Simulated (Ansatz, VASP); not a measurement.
## Two plane-wave programs on TiO2

```
Ti O
1.0
     0.00000    2.39683    2.39683
     2.33691    0.00000    2.39683
     2.33691    2.39683    0.00000
Ti O
1 2
Cartesian
  0.0000 0.0000 0.0000
  1.1685 1.1984 1.1984
  3.5054 3.5952 3.5952
```

Change from the starting cell: uniaxial_x strain -2.5%.

Alike in both runs: task single point; functional PBE; k mesh 10 × 10 × 10; occupations fermi-dirac, width 0.02 eV; no spin polarisation.

```csv
,VASP,Ansatz
version,VASP 6.6.1,Ansatz 0.2.0
potentials or method,"VASP PAW PBE potentials, release 64 (Ti_sv, O)","plane waves, PAW"
plane-wave cutoff (eV),520,420
valence electrons in the cell,24,24
```

```csv
,VASP,Ansatz,Ansatz less VASP
gap on the k mesh at the Fermi level (eV),0.87,0.89,+0.019
pressure (GPa),14.2,13.3,-0.93
"traceless stress, the component that is largest in VASP (GPa)",9.45,9.51,+0.058
```
